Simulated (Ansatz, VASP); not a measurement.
# Two plane-wave programs on GaAs

```
Ga As
1.0
     0.00000    2.78864    2.78864
     2.78864    0.00000    2.78864
     2.78864    2.78864    0.00000
Ga As
1 1
Direct
  0.00000 0.00000 0.00000
  0.25000 0.25000 0.25000
```

Change from the starting cell: volume scaled by 0.96, ions relaxed.

Alike in both runs: functional PBE; k mesh 13 × 13 × 13; occupations fermi-dirac, width 0.02 eV; no spin polarisation.

Ansatz relaxed the structure, and its values are those at the end. VASP's run is a single point on that final structure, the one shown.

```csv
,VASP,Ansatz
version,VASP 6.6.1,Ansatz 0.2.0
potentials or method,"VASP PAW PBE potentials, release 64 (Ga_d, As)","plane-wave PAW, scalar-relativistic"
plane-wave cutoff (eV),520,420
valence electrons in the cell,18,28
```

|  | VASP | Ansatz | Ansatz less VASP |
| --- | --- | --- | --- |
| gap on the k mesh at the Fermi level (eV) | 0.83 | 0.83 | -0.006 |
| pressure (GPa) | 6.9 | 6.7 | -0.21 |

With one functional, cell and mesh, what is left measures potentials, basis and numerics. VASP's potentials hold 18 valence electrons a cell and Ansatz's 28, so a difference there can come from the potentials and not from the codes. Ansatz's warnings: stress scf threshold loose.
